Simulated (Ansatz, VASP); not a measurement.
# One calculation of Ge2Sb2Se, two programs

The input INCAR:

```
  ALGO = Normal
  EDIFF = 1E-7
  EDIFFG = -0.01
  ENCUT = 600
  GGA = PE
  IBRION = 2
  ISIF = 3
  ISMEAR = 0
  LASPH = True
  LCHARG = False
  LREAL = False
  LWAVE = False
  NELM = 100
  NSW = 100
  PREC = Accurate
  SIGMA = 0.1
```

File KPOINTS:

```
k-points
0
Gamma
  12 12 4
```

Contents of POSCAR:

```
Ge2Sb2Se
1.0
    3.9933007559      0.0000000000      0.0000000000
   -1.9966503779      3.4582998995      0.0000000000
    0.0000000000      0.0000000000      8.9599159597
Ge Sb Se
2 2 1
Direct
    0.3333333333      0.6666666667      0.1867090146
    0.6666666667      0.3333333333      0.8132909854
    0.3333333333      0.6666666667      0.6153144262
    0.6666666667      0.3333333333      0.3846855738
    0.0000000000      0.0000000000      0.0000000000
```

Input for Ansatz:

```yaml
crystal:
  lattice:
    - [3.9933007559, 0.0, 0.0]
    - [-1.9966503779, 3.4582998995, 0.0]
    - [0.0, 0.0, 8.9599159597]
  atoms:
    - { symbol: Ge, position: [0.3333333333, 0.6666666667, 0.1867090146] }
    - { symbol: Ge, position: [0.6666666667, 0.3333333333, 0.8132909854] }
    - { symbol: Sb, position: [0.3333333333, 0.6666666667, 0.6153144262] }
    - { symbol: Sb, position: [0.6666666667, 0.3333333333, 0.3846855738] }
    - { symbol: Se, position: [0.0, 0.0, 0.0] }
basis:
  ecutwfc: 420
kpoints:
  mp_grid: { grid: [12, 12, 4] }
hamiltonian:
  xc: pbe
scf:
  occupations: { method: gaussian, width: 0.1 }
output:
  forces: true
  stress: true
  eigenvalues: true
  write_density: true
  write_potential: true
  elf: true
  volumetric_format: npy
relax:
  adjacent_minimum: "off"
  f_tol: 0.01
  max_steps: 80
  cell: { stress_tol: 0.05 }
```

Change from the starting cell: species swapped into the YbZn2As2 type (P-3m1, No. 164).

Alike in both runs: task relaxation of cell and atoms; functional PBE; k mesh 12 × 12 × 4; occupations gaussian, width 0.1 eV; no spin polarisation.

|  | VASP | Ansatz |
| --- | --- | --- |
| version | VASP 6.6.1 | Ansatz 0.2.0 |
| potentials or method | VASP PAW PBE potentials, release 64 (Ge_d, Sb, Se), cutoff 600 eV | scalar-relativistic, plane waves, PAW |
| valence electrons in the cell | 44 | 74 |

Ansatz gave:

* gap on the k mesh at the Fermi level, each at its own relaxed structure (eV): none
* relaxed volume (Å³/atom): 24.83
* relaxed length of the cell vector where the two differ most in proportion (Å): 8.898

Question: Which values does VASP return?

Answer: gap on the k mesh at the Fermi level, each at its own relaxed structure (eV): none; relaxed volume (Å³/atom): 24.83; relaxed length of the cell vector where the two differ most in proportion (Å): 8.894.

A gap of «none» marks a metal or a gap that the smearing closes. VASP's potentials hold 44 valence electrons a cell and Ansatz's 74, so a difference there can come from the potentials and not from the codes.

Spin-orbit coupling is off throughout.
